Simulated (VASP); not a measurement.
# Rb (Fm-3m) in VASP: further runs

Rb is run at these levels: PBE; tasks: single point, relaxation of cell and atoms.

Everything below comes from runs of VASP 6.6.1. Logs are shortened: lines on timing, memory, paths and dates and some standing lists are left out, and cuts for length are marked.

## 1. The cell of the first run

Symmetry: Fm-3m, No. 225, cubic system. Conventional cell: a = 7.146 Å, b = 7.146 Å, c = 7.146 Å, α = 90.00°, β = 90.00°, γ = 90.00°.

## 2. Single point, PBE

The input, INCAR:

```
SYSTEM = Rb
  ALGO = Normal
  EDIFF = 1E-6
  ENCUT = 520
  GGA = PE
  ISIF = 2
  ISMEAR = -1
  LASPH = .TRUE.
  LCHARG = .TRUE.
  LELF = .TRUE.
  LREAL = .FALSE.
  LVHAR = .TRUE.
  LWAVE = .FALSE.
  NBANDS = 10
  NELM = 80
  PREC = Accurate
  SIGMA = 0.05
```

The input, KPOINTS:

```
k-points
0
G
  10 10 10
  0 0 0
```

The input, POSCAR:

```
Rb
1.0
    0.0000000000      3.5730106134      3.5730106134
    3.5730106134      0.0000000000      3.5730106134
    3.5730106134      3.5730106134      0.0000000000
Rb
1
Direct
    0.0000000000      0.0000000000      0.0000000000
```

Potentials or basis: VASP PAW PBE potentials, release 64 (Rb_sv).

On the command line:

```
cat potpaw_PBE.64/Rb_sv/POTCAR > POTCAR
mpirun -np 1 vasp_std > vasp.out
```

OUTCAR:

```text
SYSTEM = Rb
   EDIFF = 1E-6
   ENCUT = 520
   GGA = PE
   ISIF = 2
   ISMEAR = -1
   LASPH = .TRUE.
   LREAL = .FALSE.
   NELM = 80
   PREC = Accurate

 ion  position               nearest neighbor table
   1  0.000  0.000  0.000-

  LATTYP: Found a face centered cubic cell.
 ALAT       =     7.1460212268

  Lattice vectors:

 A1 = (   0.0000000000,   3.5730106134,   3.5730106134)
 A2 = (   3.5730106134,   0.0000000000,   3.5730106134)
 A3 = (   3.5730106134,   3.5730106134,   0.0000000000)

Analysis of symmetry for initial positions (statically):
=====================================================================
 Subroutine PRICEL returns:
 Original cell was already a primitive cell.

 Routine SETGRP: Setting up the symmetry group for a
 face centered cubic supercell.

 Subroutine GETGRP returns: Found 48 space group operations
 (whereof 48 operations were pure point group operations)
 out of a pool of 48 trial point group operations.

The static configuration has the point symmetry O_h .

Analysis of symmetry for dynamics (positions and initial velocities):
=====================================================================
 Subroutine PRICEL returns:
 Original cell was already a primitive cell.

 Routine SETGRP: Setting up the symmetry group for a
 face centered cubic supercell.

 Subroutine GETGRP returns: Found 48 space group operations
 (whereof 48 operations were pure point group operations)
 out of a pool of 48 trial point group operations.

The dynamic configuration has the point symmetry O_h .

 Subroutine INISYM returns: Found 48 space group operations
 (whereof 48 operations are pure point group operations),
 and found     1 'primitive' translations

----------------------------------------------------------------------------------------

                                     Primitive cell

  volume of cell :      91.2290

  direct lattice vectors                    reciprocal lattice vectors
     0.000000000  3.573010613  3.573010613    -0.139938011  0.139938011  0.139938011
     3.573010613  0.000000000  3.573010613     0.139938011 -0.139938011  0.139938011
     3.573010613  3.573010613  0.000000000     0.139938011  0.139938011 -0.139938011

  length of vectors
     5.053000068  5.053000068  5.053000068     0.242379746  0.242379746  0.242379746

  position of ions in fractional coordinates (direct lattice)
     0.000000000  0.000000000  0.000000000

  ion indices of the primitive-cell ions
   primitive index   ion index
                 1           1

----------------------------------------------------------------------------------------

 KPOINTS: k-points

Automatic generation of k-mesh.
 Grid dimensions read from file:
 generate k-points for:   10   10   10

 Generating k-lattice:

  Cartesian coordinates                     Fractional coordinates (reciprocal lattice)
    -0.013993801  0.013993801  0.013993801     0.100000000  0.000000000  0.000000000
     0.013993801 -0.013993801  0.013993801     0.000000000  0.100000000  0.000000000
     0.013993801  0.013993801 -0.013993801     0.000000000  0.000000000  0.100000000

  Length of vectors
     0.024237975  0.024237975  0.024237975

  Shift w.r.t. Gamma in fractional coordinates (k-lattice)
     0.000000000  0.000000000  0.000000000

 Subroutine IBZKPT returns following result:
 ===========================================

 Found     47 irreducible k-points:

 Following reciprocal coordinates:
            Coordinates               Weight
  0.000000  0.000000  0.000000      1.000000
  0.100000  0.000000  0.000000      8.000000
  0.200000  0.000000  0.000000      8.000000
  0.300000  0.000000  0.000000      8.000000
  0.400000  0.000000  0.000000      8.000000
  0.500000  0.000000  0.000000      4.000000
[... 16 lines left out ...]
  0.300000  0.300000  0.000000      6.000000
  0.400000  0.300000  0.000000     24.000000
 [... further k-points ...]
   k-points           NKPTS =     47   k-points in BZ     NKDIM =     47   number of bands    NBANDS=     10
   number of dos      NEDOS =    301   number of ions     NIONS =      1
   total plane-waves  NPLWV =  64000
   dimension x,y,z NGX =    40 NGY =   40 NGZ =   40
   dimension x,y,z NGXF=    80 NGYF=   80 NGZF=   80
   ions per type =               1
   NGX,Y,Z   is equivalent  to a cutoff of  13.16, 13.16, 13.16 a.u.
   NGXF,Y,Z  is equivalent  to a cutoff of  26.32, 26.32, 26.32 a.u.
 SYSTEM =  Rb
   PREC   = accura    normal or accurate (medium, high low for compatibility)
   ISTART =      0    job   : 0-new  1-cont  2-samecut
   ICHARG =      2    charge: 1-file 2-atom 10-const
   ISPIN  =      1    spin polarized calculation?
   LNONCOLLINEAR =      F non collinear calculations
   LSORBIT =      F    spin-orbit coupling
   LASPH  =      T    aspherical Exc in radial PAW
   ENCUT  =  520.0 eV  38.22 Ry    6.18 a.u.   9.40  9.40  9.40*2*pi/ulx,y,z
   NELM   =     80;   NELMIN=  2; NELMDL= -5     # of ELM steps
   EDIFF  = 0.1E-05   stopping-criterion for ELM
   LREAL  =      F    real-space projection
   EDIFFG = 0.1E-04   stopping-criterion for IOM
   NSW    =      0    number of steps for IOM
   IBRION =     -1    ionic relax: 0-MD 1-quasi-New 2-CG
   NFREE  =      0    steps in history (QN), initial steepest desc. (CG)
   ISIF   =      2    stress and relaxation
   ISYM   =      2    0-nonsym 1-usesym 2-fastsym
   POTIM  = 0.5000    time-step for ionic-motion
   TEBEG  =    0.0;   TEEND  =   0.0 temperature during run
   PSTRESS=    0.0 pullay stress
   NELECT =       9.0000    total number of electrons
   NUPDOWN=      -1.0000    fix difference up-down
   EMIN   =  10.00;   EMAX   =-10.00  energy-range for DOS
   EFERMI =   0.00;   METHOD = LEGACY
   ISMEAR =    -1;   SIGMA  =   0.05  broadening in eV -4-tet -1-fermi 0-gaus
   EFERMI_NEDOS =   21; number of points for ismear=-14 and -15
   IALGO  =     38    algorithm
   IMIX   =      4    mixing-type and parameters
     AMIX     =   0.40;   BMIX     =  1.00
     AMIX_MAG =   1.60;   BMIX_MAG =  1.00
  volume/ion in A,a.u.               =      91.23       615.64
  Fermi-wavevector in a.u.,A,eV,Ry     =   0.756446  1.429476  7.785401  0.572211
  Thomas-Fermi vector in A             =   1.854569
   LORBIT       =      0    0 simple, 1 ext, 2 COOP (PROOUT), +10 PAW based schemes
   GGA     = PE    functional components
   LHFCALC =     F    Hartree Fock is set to
   AEXX    =    0.0000 exact exchange contribution
   IVDW    =     0    specifies the selected vdW correction
   LEPSILON=     F    determine dielectric tensor
   LRPA    =     F    only Hartree local field effects (RPA)
 non-spin polarized calculation
  energy-cutoff  :      520.00
  volume of cell :       91.23
 maximum number of plane-waves:      2481
 NGX is ok and might be reduce to    40
   NGX = 19   NGY = 19   NGZ = 19

 number of electron       9.0000000 magnetization

 Free energy of the ion-electron system (eV)
  ---------------------------------------------------
  ext. energy  EPLUGINS =         0.00000000
  ---------------------------------------------------
  free energy    TOTEN  =        -0.94049542 eV

  energy without entropy =       -0.93259045  energy(sigma->0) =       -0.93654293

 E-fermi :  -0.0198     XC(G=0):  -5.4597

 val. band max:       -0.0299480631   @ k =   0.5000   0.3000   0.1000
 cond. band min:       0.0709637218   @ k =   0.4000   0.4000   0.0000
 fundamental gap:      0.1009117849
 Fermi energy:        -0.0198496637

 k-point     1 :       0.0000    0.0000    0.0000
  band No.  band energies     occupation
      1     -28.8929      2.00000
      2     -12.9366      2.00000
      3     -12.9366      2.00000
      4     -12.9366      2.00000
      5      -1.9634      2.00000
      6       3.5971      0.00000
      7       3.5971      0.00000
      8       3.5971      0.00000
      9       4.9291      0.00000
     10       4.9291      0.00000

 k-point     2 :       0.1000    0.0000    0.0000
  band No.  band energies     occupation
      1     -28.8926      2.00000
      2     -12.9457      2.00000
      3     -12.9378      2.00000
      4     -12.9378      2.00000
      5      -1.8521      2.00000
      6       3.2897      0.00000
      7       3.6441      0.00000
      8       3.6441      0.00000
      9       4.8015      0.00000
     10       4.8015      0.00000

 k-point     3 :       0.2000    0.0000    0.0000
  band No.  band energies     occupation
      1     -28.8916      2.00000
      2     -12.9693      2.00000
      3     -12.9410      2.00000
      4     -12.9410      2.00000
      5      -1.5280      2.00000
      6       2.6587      0.00000
      7       3.6941      0.00000
      8       3.6942      0.00000
      9       4.6864      0.00000
     10       4.6864      0.00000

 k-point     4 :       0.3000    0.0000    0.0000
  band No.  band energies     occupation
      1     -28.8905      2.00000
      2     -12.9982      2.00000
      3     -12.9450      2.00000
      4     -12.9450      2.00000
      5      -1.0208      2.00000
      6       1.9468      0.00000
      7       3.5899      0.00000
      8       3.5899      0.00000
      9       4.9326      0.00000
     10       4.9326      0.00000
[... 222 lines left out ...]
 k-point    22 :      -0.2000    0.2000    0.0000
  band No.  band energies     occupation
      1     -28.8901      2.00000
      2     -12.9937      2.00000
      3     -12.9626      2.00000
      4     -12.9446      2.00000
      5      -0.8489      2.00000
      6       2.1610      0.00000
      7       2.7291      0.00000
      8       3.9042      0.00000
      9       4.3001      0.00000
     10       5.4771      0.00000

 k-point    23 :       0.3000    0.3000    0.0000
  band No.  band energies     occupation
      1     -28.8897      2.00000
      2     -12.9953      2.00000
      3     -12.9589      2.00000
      4     -12.9589      2.00000
      5      -0.7234      2.00000
      6       2.2341      0.00000
      7       2.6584      0.00000
      8       3.9772      0.00000
      9       3.9772      0.00000
     10       5.4883      0.00000

 k-point    24 :       0.4000    0.3000    0.0000
  band No.  band energies     occupation
      1     -28.8889      2.00000
      2     -13.0077      2.00000
      3     -12.9657      2.00000
      4     -12.9628      2.00000
      5      -0.2704      1.98675
      6       1.9770      0.00000
      7       2.2682      0.00000
      8       4.0411      0.00000
      9       4.1166      0.00000
     10       5.7300      0.00000

 [... further k-points ...]
[... 5 lines left out ...]
  --------------------------------------------------------------------------------------
  -------------------------------------------------------------------------------------
  Total        0.0052160      0.0052160      0.0052160      0.0000000     -0.0000000      0.0000000
  in kB        0.0916040      0.0916040      0.0916040      0.0000000     -0.0000000      0.0000000
  external PRESSURE =       0.0916040 kB  Pullay stress =       0.0000000 kB

 VOLUME and BASIS-vectors are now :
 -----------------------------------------------------------------------------
  energy-cutoff  :      520.00
  volume of cell :       91.23
      direct lattice vectors                 reciprocal lattice vectors
     0.000000000  3.573010613  3.573010613    -0.139938011  0.139938011  0.139938011
     3.573010613  0.000000000  3.573010613     0.139938011 -0.139938011  0.139938011
     3.573010613  3.573010613  0.000000000     0.139938011  0.139938011 -0.139938011

 POSITION                                       TOTAL-FORCE (eV/Angst)
 -----------------------------------------------------------------------------------
      0.00000      0.00000      0.00000         0.000000      0.000000      0.000000
 -----------------------------------------------------------------------------------
    total drift:                               -0.000000     -0.000000     -0.000000

  FREE ENERGIE OF THE ION-ELECTRON SYSTEM (eV)
  ---------------------------------------------------
  free  energy   TOTEN  =        -0.9404954154 eV

  energy  without entropy=       -0.9325904535  energy(sigma->0) =       -0.93654293
```

It took 26 s on 1 thread of Intel Xeon 6975P-C, shared host; peak memory 0.24 GiB.

Results:

* Free energy: -0.9405 eV
* Pressure: 0.0 GPa

Levels at points of the mesh, in eV from the Fermi level:
| k point | band 3 | band 4 | band 5 | band 6 | band 7 | band 8 |
| --- | --- | --- | --- | --- | --- | --- |
| (0.00, 0.00, 0.00) | -12.92 | -12.92 | -1.94 | 3.62 | 3.62 | 3.62 |
| (0.50, 0.00, 0.00) | -12.93 | -12.93 | 0.16 | 0.68 | 3.41 | 3.41 |
| (0.50, 0.50, 0.00) | -12.95 | -12.95 | 0.66 | 1.43 | 1.85 | 4.50 |

## 3. Single point, PBE

This run uses another cell than the first one, of 93.98 Å³/atom, 1.030 times its volume.

The input, INCAR:

```
SYSTEM = Rb
  PREC = Accurate
  ENCUT = 520
  EDIFF = 1E-6
  ISMEAR = -1
  SIGMA = 0.05
  LREAL = .False.
  LASPH = .True.
  NELM = 100
  ALGO = Normal
  ISIF = 2
  LWAVE = .False.
  LCHARG = .True.
  GGA = PE
  LELF = .True.
  LVHAR = .True.
  NBANDS = 10
```

The input, KPOINTS:

```
Automatic mesh
0
Gamma
  10 10 10
  0 0 0
```

The input, POSCAR:

```
Rb
1.0
    0.0000000000      3.6085559270      3.6085559270
    3.6085559270      0.0000000000      3.6085559270
    3.6085559270      3.6085559270      0.0000000000
Rb
1
Direct
    0.0000000000      0.0000000000      0.0000000000
```

Potentials or basis: VASP PAW PBE potentials, release 64 (Rb_sv).

On the command line:

```
cat potpaw_PBE.64/Rb_sv/POTCAR > POTCAR
mpirun -np 1 vasp_std > vasp.out
```

It took 28 s on 1 thread of Intel Xeon 6975P-C, shared host; peak memory 0.25 GiB.

Results (log left out):

```yaml
Free_energy: -0.9399 eV
Pressure: -0.1 GPa
```

Levels at points of the mesh, in eV from the Fermi level:
```tsv
k point	band 2	band 3	band 4	band 5	band 6	band 7	band 8	band 9
(0.00, 0.00, 0.00)	-12.94	-12.94	-12.94	-1.90	3.59	3.59	3.59	4.89
(0.50, 0.00, 0.00)	-13.02	-12.95	-12.95	0.16	0.66	3.39	3.39	5.47
(0.50, 0.50, 0.00)	-13.01	-12.97	-12.97	0.67	1.39	1.86	4.41	4.41
```

## 4. Relaxation of cell and atoms, PBE

The input, INCAR:

```
PREC     = Accurate       # precision mode
ENCUT    = 600            # plane-wave cutoff, eV
EDIFF    = 1E-7           # SCF threshold, eV
ISMEAR   = -1             # smearing method
SIGMA    = 0.05           # smearing width, eV
LREAL    = F              # projectors in reciprocal space
LASPH    = T              # aspherical terms in the spheres
NELM     = 80             # most SCF steps
ALGO     = Normal         # electronic algorithm
ISIF     = 3              # what is computed and relaxed
LWAVE    = F              # write WAVECAR
LCHARG   = F              # write CHGCAR
GGA      = PE             # functional
IBRION   = 2              # ionic algorithm
NSW      = 60             # ionic steps
EDIFFG   = -0.005         # ionic threshold
```

The input, KPOINTS:

```
regular mesh
0
Gamma
  10 10 10
```

The input, POSCAR:

```
Rb
1.0
    0.0000000000      3.5730106134      3.5730106134
    3.5730106134      0.0000000000      3.5730106134
    3.5730106134      3.5730106134      0.0000000000
Rb
1
Direct
    0.0000000000      0.0000000000      0.0000000000
```

Potentials or basis: VASP PAW PBE potentials, release 64 (Rb_sv).

On the command line:

```
cat potpaw_PBE.64/Rb_sv/POTCAR > POTCAR
mpirun -np 1 vasp_std > vasp.out
```

OUTCAR:

```text
PREC = Accurate
   ENCUT = 600
   EDIFF = 1E-7
   ISMEAR = -1
   LREAL = F
   LASPH = T
   NELM = 80
   ISIF = 3
   GGA = PE
   IBRION = 2
   NSW = 60
   EDIFFG = -0.005

 ion  position               nearest neighbor table
   1  0.000  0.000  0.000-

  LATTYP: Found a face centered cubic cell.
 ALAT       =     7.1460212268

  Lattice vectors:

 A1 = (   0.0000000000,   3.5730106134,   3.5730106134)
 A2 = (   3.5730106134,   0.0000000000,   3.5730106134)
 A3 = (   3.5730106134,   3.5730106134,   0.0000000000)

[... 436 lines left out ...]
      3     -12.9653      2.00000
      4     -12.9624      2.00000
      5      -0.2703      1.98675
      6       1.9771      0.00000
      7       2.2682      0.00000
      8       4.0415      0.00000

 [... further k-points ...]
[... 5 lines left out ...]
  --------------------------------------------------------------------------------------
  -------------------------------------------------------------------------------------
  Total        0.0048317      0.0048317      0.0048317     -0.0000000     -0.0000000     -0.0000000
  in kB        0.0848550      0.0848550      0.0848550     -0.0000000     -0.0000000     -0.0000000
  external PRESSURE =       0.0848550 kB  Pullay stress =       0.0000000 kB

 VOLUME and BASIS-vectors are now :
 -----------------------------------------------------------------------------
  energy-cutoff  :      600.00
  volume of cell :       91.23
      direct lattice vectors                 reciprocal lattice vectors
     0.000000000  3.573010613  3.573010613    -0.139938011  0.139938011  0.139938011
     3.573010613  0.000000000  3.573010613     0.139938011 -0.139938011  0.139938011
     3.573010613  3.573010613  0.000000000     0.139938011  0.139938011 -0.139938011

 POSITION                                       TOTAL-FORCE (eV/Angst)
 -----------------------------------------------------------------------------------
      0.00000      0.00000      0.00000         0.000000      0.000000      0.000000
 -----------------------------------------------------------------------------------
    total drift:                               -0.000000     -0.000000     -0.000000

  FREE ENERGIE OF THE ION-ELECTRON SYSTEM (eV)
  ---------------------------------------------------
  free  energy   TOTEN  =        -0.9404589952 eV

  energy  without entropy=       -0.9325539807  energy(sigma->0) =       -0.93650649

 reached required accuracy - stopping structural energy minimisation
```

Run time: 30 s. Hardware: 1 thread of Intel Xeon 6975P-C, shared host; peak memory 0.25 GiB.

What came out:

| Quantity | Value |
| --- | --- |
| Free energy | -0.9405 eV |
| Pressure after relaxing | 0.0 GPa |

Final structure:
```
Rb
1.0
     0.00000    3.57301    3.57301
     3.57301    0.00000    3.57301
     3.57301    3.57301    0.00000
Rb
1
Direct
  0.00000 0.00000 0.00000
```

Levels at points of the mesh, in eV from the Fermi level:
```tsv
k point	band 1	band 2	band 3	band 4	band 5	band 6	band 7	band 8
(0.00, 0.00, 0.00)	-28.87	-12.92	-12.92	-12.92	-1.94	3.62	3.62	3.62
(0.50, 0.00, 0.00)	-28.87	-13.01	-12.93	-12.93	0.16	0.68	3.41	3.41
(0.50, 0.50, 0.00)	-28.87	-13.00	-12.95	-12.95	0.66	1.43	1.85	4.50
```

Caveat: the relaxation stopped at its first step, so nothing moved.

[end of part 1 of 2]
